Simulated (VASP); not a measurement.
# CoO (I4/mmm) in VASP: further runs, part 2 of 2

VASP 6.6.1. Earlier steps stand in the parts before.

### Step 5. Single point, PBEsol, collinear spin, ferromagnetic start

INCAR reads:

```
SYSTEM = CoO
PREC = Accurate
ENCUT = 520
EDIFF = 1E-6
ISMEAR = 0
SIGMA = 0.1
LREAL = .FALSE.
LASPH = .TRUE.
NELM = 150
ALGO = Normal
ISIF = 2
LWAVE = .FALSE.
LCHARG = .FALSE.
ISPIN = 2
MAGMOM = 2.74 0.38
LORBIT = 11
LMAXMIX = 4
GGA = PS
NBANDS = 18
```

KPOINTS reads:

```
regular mesh
0
G
  14 14 14
  0 0 0
```

POSCAR reads:

```
CoO
1.0
   -1.5080001529      1.5080001529      2.1072499549
    1.5080001529     -1.5080001529      2.1072499549
    1.5080001529      1.5080001529     -2.1072499549
Co O
1 1
Direct
    0.0000000000      0.0000000000      0.0000000000
    0.5000000000      0.5000000000      0.0000000000
```

Potentials or basis: VASP PAW PBE potentials, release 64 (Co, O).

The run is started by

```
$ cat potpaw_PBE.64/Co/POTCAR potpaw_PBE.64/O/POTCAR > POTCAR
$ mpirun -np 1 vasp_std > vasp.out
```

OUTCAR:

```text
SYSTEM = CoO
   PREC = Accurate
   ENCUT = 520
   EDIFF = 1E-6
   ISMEAR = 0
   LREAL = .FALSE.
   LASPH = .TRUE.
   NELM = 150
   ISIF = 2
   ISPIN = 2
   LORBIT = 11
   GGA = PS

 ion  position               nearest neighbor table
   1  0.000  0.000  0.000-   2 2.11   2 2.11   2 2.13   2 2.13   2 2.13   2 2.13
   2  0.500  0.500  0.000-   1 2.11   1 2.11   1 2.13   1 2.13   1 2.13   1 2.13

  LATTYP: Found a body centered tetragonal cell.
 ALAT       =     3.0160003058
 C/A-ratio  =     1.3973804650

  Lattice vectors:

 A1 = (  -1.5080001529,   1.5080001529,   2.1072499549)
 A2 = (   1.5080001529,  -1.5080001529,   2.1072499549)
 A3 = (   1.5080001529,   1.5080001529,  -2.1072499549)

Analysis of symmetry for initial positions (statically):
=====================================================================
 Subroutine PRICEL returns:
 Original cell was already a primitive cell.

 Routine SETGRP: Setting up the symmetry group for a
 body centered tetragonal supercell.

 Subroutine GETGRP returns: Found 16 space group operations
 (whereof 16 operations were pure point group operations)
 out of a pool of 16 trial point group operations.

The static configuration has the point symmetry D_4h.

Analysis of symmetry for dynamics (positions and initial velocities):
=====================================================================
 Subroutine PRICEL returns:
 Original cell was already a primitive cell.

 Routine SETGRP: Setting up the symmetry group for a
 body centered tetragonal supercell.

 Subroutine GETGRP returns: Found 16 space group operations
 (whereof 16 operations were pure point group operations)
 out of a pool of 16 trial point group operations.

The dynamic configuration has the point symmetry D_4h.

Analysis of structural, dynamic, and magnetic symmetry:
=====================================================================
 Subroutine PRICEL returns:
 Original cell was already a primitive cell.

 Routine SETGRP: Setting up the symmetry group for a
 body centered tetragonal supercell.

 Subroutine GETGRP returns: Found 16 space group operations
 (whereof 16 operations were pure point group operations)
 out of a pool of 16 trial point group operations.

The overall configuration has the point symmetry D_4h.

 Subroutine INISYM returns: Found 16 space group operations
 (whereof 16 operations are pure point group operations),
 and found     1 'primitive' translations

----------------------------------------------------------------------------------------

                                     Primitive cell

  volume of cell :      19.1681

  direct lattice vectors                    reciprocal lattice vectors
    -1.508000153  1.508000153  2.107249955     0.000000000  0.331564953  0.237276076
     1.508000153 -1.508000153  2.107249955     0.331564953  0.000000000  0.237276076
     1.508000153  1.508000153 -2.107249955     0.331564953  0.331564953  0.000000000

  length of vectors
     2.998104617  2.998104617  2.998104617     0.407719578  0.407719578  0.468903654

  position of ions in fractional coordinates (direct lattice)
     0.000000000  0.000000000  0.000000000
     0.500000000  0.500000000  0.000000000

  ion indices of the primitive-cell ions
   primitive index   ion index
                 1           1
                 2           2
[... 60 lines left out ...]
   NGX,Y,Z   is equivalent  to a cutoff of  13.31, 13.31, 13.31 a.u.
   NGXF,Y,Z  is equivalent  to a cutoff of  26.62, 26.62, 26.62 a.u.
 SYSTEM =  CoO
   PREC   = accura    normal or accurate (medium, high low for compatibility)
   ISTART =      0    job   : 0-new  1-cont  2-samecut
   ICHARG =      2    charge: 1-file 2-atom 10-const
   ISPIN  =      2    spin polarized calculation?
   LNONCOLLINEAR =      F non collinear calculations
   LSORBIT =      F    spin-orbit coupling
   LASPH  =      T    aspherical Exc in radial PAW
   ENCUT  =  520.0 eV  38.22 Ry    6.18 a.u.   5.57  5.57  5.57*2*pi/ulx,y,z
   NELM   =    150;   NELMIN=  2; NELMDL= -5     # of ELM steps
   EDIFF  = 0.1E-05   stopping-criterion for ELM
   LREAL  =      F    real-space projection
   EDIFFG = 0.1E-04   stopping-criterion for IOM
   NSW    =      0    number of steps for IOM
   IBRION =     -1    ionic relax: 0-MD 1-quasi-New 2-CG
   NFREE  =      0    steps in history (QN), initial steepest desc. (CG)
   ISIF   =      2    stress and relaxation
   ISYM   =      2    0-nonsym 1-usesym 2-fastsym
   POTIM  = 0.5000    time-step for ionic-motion
   TEBEG  =    0.0;   TEEND  =   0.0 temperature during run
   PSTRESS=    0.0 pullay stress
   NELECT =      15.0000    total number of electrons
   NUPDOWN=      -1.0000    fix difference up-down
   EMIN   =  10.00;   EMAX   =-10.00  energy-range for DOS
   EFERMI =   0.00;   METHOD = LEGACY
   ISMEAR =     0;   SIGMA  =   0.10  broadening in eV -4-tet -1-fermi 0-gaus
   EFERMI_NEDOS =   21; number of points for ismear=-14 and -15
   IALGO  =     38    algorithm
   IMIX   =      4    mixing-type and parameters
     AMIX     =   0.40;   BMIX     =  1.00
     AMIX_MAG =   1.60;   BMIX_MAG =  1.00
  volume/ion in A,a.u.               =       9.58        64.68
  Fermi-wavevector in a.u.,A,eV,Ry     =   1.508617  2.850873 30.965840  2.275925
  Thomas-Fermi vector in A             =   2.619048
   LORBIT       =     11    0 simple, 1 ext, 2 COOP (PROOUT), +10 PAW based schemes
   GGA     = PS    functional components
   LHFCALC =     F    Hartree Fock is set to
   AEXX    =    0.0000 exact exchange contribution
   IVDW    =     0    specifies the selected vdW correction
   LEPSILON=     F    determine dielectric tensor
   LRPA    =     F    only Hartree local field effects (RPA)
 spin polarized calculation
 Gauss-broadening in eV      SIGMA  =   0.10
  energy-cutoff  :      520.00
  volume of cell :       19.17
 maximum number of plane-waves:       533
 NGX is ok and might be reduce to    24
   NGX = 11   NGY = 11   NGZ = 11

 number of electron      15.0000005 magnetization       2.9330285

 Free energy of the ion-electron system (eV)
  ---------------------------------------------------
  ext. energy  EPLUGINS =         0.00000000
  ---------------------------------------------------
  free energy    TOTEN  =       -13.96399749 eV

  energy without entropy =      -13.94429170  energy(sigma->0) =      -13.95414460

 E-fermi :   7.9371     XC(G=0): -12.7073

 val. band max:        7.9353250332   @ k =  -0.0714   0.3571   0.0714
 cond. band min:       7.9380584038   @ k =   0.2857   0.2143  -0.0000
 fundamental gap:      0.0027333707
 Fermi energy:         7.9370701591

 spin component 1

 k-point     1 :       0.0000    0.0000    0.0000
  band No.  band energies     occupation
      1     -12.3642      1.00000
      2       4.6369      1.00000
      3       4.6387      1.00000
      4       4.6557      1.00000
      5       4.6926      1.00000
      6       4.6926      1.00000
[... 493 lines left out ...]
     17      35.7203      0.00000
     18      36.6186      0.00000

 [... further k-points ...]

 spin component 2

 k-point     1 :       0.0000    0.0000    0.0000
  band No.  band energies     occupation
      1     -11.8220      1.00000
      2       5.2588      1.00000
      3       5.3144      1.00000
      4       5.3144      1.00000
      5       6.7966      1.00000
      6       6.7966      1.00000
[... 493 lines left out ...]
     17      36.1972      0.00000
     18      37.1813      0.00000

 [... further k-points ...]
[... 5 lines left out ...]
  --------------------------------------------------------------------------------------
  -------------------------------------------------------------------------------------
  Total       -1.1717970     -1.1717970     -1.1396111      0.0000000      0.0000000      0.0000000
  in kB      -97.9454257    -97.9454257    -95.2551459      0.0000000      0.0000000      0.0000000
  external PRESSURE =     -97.0486658 kB  Pullay stress =       0.0000000 kB

 VOLUME and BASIS-vectors are now :
 -----------------------------------------------------------------------------
  energy-cutoff  :      520.00
  volume of cell :       19.17
      direct lattice vectors                 reciprocal lattice vectors
    -1.508000153  1.508000153  2.107249955     0.000000000  0.331564953  0.237276076
     1.508000153 -1.508000153  2.107249955     0.331564953  0.000000000  0.237276076
     1.508000153  1.508000153 -2.107249955     0.331564953  0.331564953  0.000000000

 POSITION                                       TOTAL-FORCE (eV/Angst)
 -----------------------------------------------------------------------------------
      0.00000      0.00000      0.00000         0.000000     -0.000000      0.000000
      0.00000      0.00000      2.10725        -0.000000      0.000000     -0.000000
 -----------------------------------------------------------------------------------
    total drift:                               -0.000000      0.000000     -0.000000

  FREE ENERGIE OF THE ION-ELECTRON SYSTEM (eV)
  ---------------------------------------------------
  free  energy   TOTEN  =       -13.9639974899 eV

  energy  without entropy=      -13.9442917031  energy(sigma->0) =      -13.95414460

 total charge

# of ion       s       p       d       tot
------------------------------------------
    1        0.300   0.367   7.149   7.815
    2        1.551   3.404   0.000   4.954
--------------------------------------------------
tot          1.850   3.771   7.149  12.770

 magnetization (x)

# of ion       s       p       d       tot
------------------------------------------
    1        0.020   0.018   2.525   2.563
    2        0.029   0.288   0.000   0.318
--------------------------------------------------
tot          0.049   0.306   2.525   2.880
```

OSZICAR:

```text
N       E                     dE             d eps       ncg     rms          rms(c)
DAV:   1     0.748973992332E+02    0.74897E+02   -0.67398E+03 18386   0.962E+02
DAV:   2    -0.117974802313E+02   -0.86695E+02   -0.74608E+02 18460   0.220E+02
DAV:   3    -0.164631184090E+02   -0.46656E+01   -0.45598E+01 20512   0.542E+01
DAV:   4    -0.165107783980E+02   -0.47660E-01   -0.47628E-01 21542   0.520E+00
DAV:   5    -0.165118295603E+02   -0.10512E-02   -0.10510E-02 21570   0.775E-01    0.152E+01
DAV:   6    -0.154599228644E+02    0.10519E+01   -0.16587E+01 22162   0.619E+01    0.201E+01
DAV:   7    -0.140593983018E+02    0.14005E+01   -0.76807E+00 21854   0.482E+01    0.793E+00
DAV:   8    -0.139955252107E+02    0.63873E-01   -0.35745E-01 24720   0.797E+00    0.462E+00
DAV:   9    -0.139605909516E+02    0.34934E-01   -0.28130E-01 25064   0.915E+00    0.280E+00
DAV:  10    -0.139702909601E+02   -0.97000E-02   -0.34443E-02 23154   0.265E+00    0.144E+00
DAV:  11    -0.139643026316E+02    0.59883E-02   -0.57553E-02 24842   0.397E+00    0.388E-01
DAV:  12    -0.139642709216E+02    0.31710E-04   -0.43382E-03 21666   0.657E-01    0.184E-01
DAV:  13    -0.139640945802E+02    0.17634E-03   -0.22580E-04 21872   0.151E-01    0.136E-01
DAV:  14    -0.139639935497E+02    0.10103E-03   -0.85487E-04 23518   0.289E-01    0.824E-02
DAV:  15    -0.139640211535E+02   -0.27604E-04   -0.10953E-04 22656   0.158E-01    0.612E-02
DAV:  16    -0.139640025667E+02    0.18587E-04   -0.17612E-05 25314   0.686E-02    0.402E-02
DAV:  17    -0.139639972166E+02    0.53500E-05   -0.16394E-05 24102   0.754E-02    0.127E-02
DAV:  18    -0.139639974899E+02   -0.27330E-06   -0.26465E-06 17860   0.187E-02
   1 F= -.13963997E+02 E0= -.13954145E+02  d E =-.197058E-01  mag=     2.9336
```

stdout:

```text
POSCAR found type information on POSCAR CoO
 POSCAR found :  2 types and       2 ions
 scaLAPACK will be used
 -----------------------------------------------------------------------------
|                                                                             |
|                                                                             |
|     You enforced a specific xc type in the INCAR file but a different       |
|     I HOPE YOU KNOW WHAT YOU ARE DOING!                                     |
|                                                                             |
 -----------------------------------------------------------------------------

 LDA part: xc-table for (Slater+PW92), standard interpolation
 POSCAR, INCAR and KPOINTS ok, starting setup
 FFT: planning ... GRIDC
 FFT: planning ... GRID_SOFT
 FFT: planning ... GRID
 WAVECAR not read
 entering main loop
```

Wall time 67 s (1 thread of Intel Xeon 6975P-C (Granite Rapids), shared host); peak memory 0.25 GiB.

What came out:

```yaml
Free_energy: -13.9640 eV
Pressure: -9.7 GPa
Net_moment: 2.93 μB per cell
Site_moments: Co +2.56; O +0.32 μB
Valence_electrons_inside_the_program's_atomic_spheres: Co 7.82; O 4.95
```

Levels at points of the mesh, in eV from the Fermi level:
Spin up:
```tsv
k point	band 7	band 8	band 9	band 10	band 11	band 12
(0.00, 0.00, 0.00)	-3.19	-3.19	-3.10	0.89	16.60	17.96
(0.50, 0.00, 0.00)	-1.87	0.05	0.13	4.87	9.26	13.13
(0.50, 0.50, 0.00)	-2.41	-2.14	-2.11	5.74	9.62	11.54
(0.50, 0.50, 0.50)	-2.41	-2.15	-2.15	5.74	9.78	11.40
```
Spin down:
```
           k point  band 3  band 4  band 5  band 6  band 7  band 8  band 9  band 10
(0.00, 0.00, 0.00)   -2.62   -2.62   -1.14   -1.14   -1.09   -0.16   -0.14     1.45
(0.50, 0.00, 0.00)   -4.79   -4.76   -0.14   -0.11    0.19    2.55    2.62     5.18
(0.50, 0.50, 0.00)   -3.96   -3.86   -2.30    0.13    0.16    0.32    0.82     6.58
(0.50, 0.50, 0.50)   -3.95   -3.95   -2.30    0.15    0.15    0.36    0.81     6.58
```

Caveat: the PAW data sets were made with another functional, which shifts forces and pressure a little; a cell with one magnetic atom can't hold antiferromagnetic order, which such compounds often take; semilocal functionals often make such compounds metallic where correlation or magnetic order opens a gap, which also shifts bond lengths. With open d or f shells a metallic result of PBEsol can be an artefact of self-interaction; +U or a hybrid may open a gap.

### Step 6. Overview

| k mesh | smearing | gap on the mesh (eV) | pressure (GPa) | moment (μB) |
| --- | --- | --- | --- | --- |
| 10 × 10 × 10 | gaussian 0.2 eV | none | -9.7 | 2.88 |
| 10 × 10 × 10 | gaussian 0.4 eV | none | -9.9 | 2.79 |
| 12 × 12 × 12 | gaussian 0.1 eV | none | -9.7 | 2.93 |
| 14 × 14 × 14 | gaussian 0.1 eV | none | -9.7 | 2.93 |

Alike in all rows: task single point; level PBEsol; potentials or basis VASP PAW PBE potentials, release 64 (Co, O); spin collinear, ferromagnetic start; cell as given; cutoff (eV) 520.

Every run on the cell as given and a fine mesh finds a metal.

Caveats: the PAW data sets were made with another functional, which shifts forces and pressure a little; a cell with one magnetic atom can't hold antiferromagnetic order, which such compounds often take; semilocal functionals often make such compounds metallic where correlation or magnetic order opens a gap, which also shifts bond lengths.

Absolute energies hang on the potentials; compare differences alone.
